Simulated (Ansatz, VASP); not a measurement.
# One calculation of ZnS, two programs

```
CELL_PARAMETERS angstrom
0.00000 2.76239 2.80321
2.76239 0.00000 2.80321
2.76239 2.76239 0.00000
ATOMIC_POSITIONS crystal
Zn 0.00000 0.00000 0.00000
S 0.75000 0.75000 0.75000
```

Change from the starting cell: strain +0.015 along x and y, +0.030 along z, atoms carried along.

Alike in both runs: task single point; functional PBE; k mesh 8 × 8 × 8; occupations gaussian, width 0.05 eV; no spin polarisation.

|  | VASP | Ansatz |
| --- | --- | --- |
| version | VASP 6.6.1 | Ansatz 0.2.0 |
| potentials or method | VASP PAW PBE potentials, release 64 (Zn, S), cutoff 520 eV | scalar-relativistic, plane waves, PAW |
| valence electrons in the cell | 18 | 18 |

Ansatz gave:

```
gap on the k mesh at the Fermi level (eV)                     : 1.75
least direct gap on the mesh (eV)                             : 1.75
pressure (GPa)                                                : -3.6
traceless stress, the component that is largest in VASP (GPa) : -0.42
```

Q: What did VASP give for the same quantities?

A: gap on the k mesh at the Fermi level (eV): 1.75; least direct gap on the mesh (eV): 1.75; pressure (GPa): -3.5; traceless stress, the component that is largest in VASP (GPa): -0.42.

With one functional, cell and mesh, what is left measures potentials, basis and numerics.
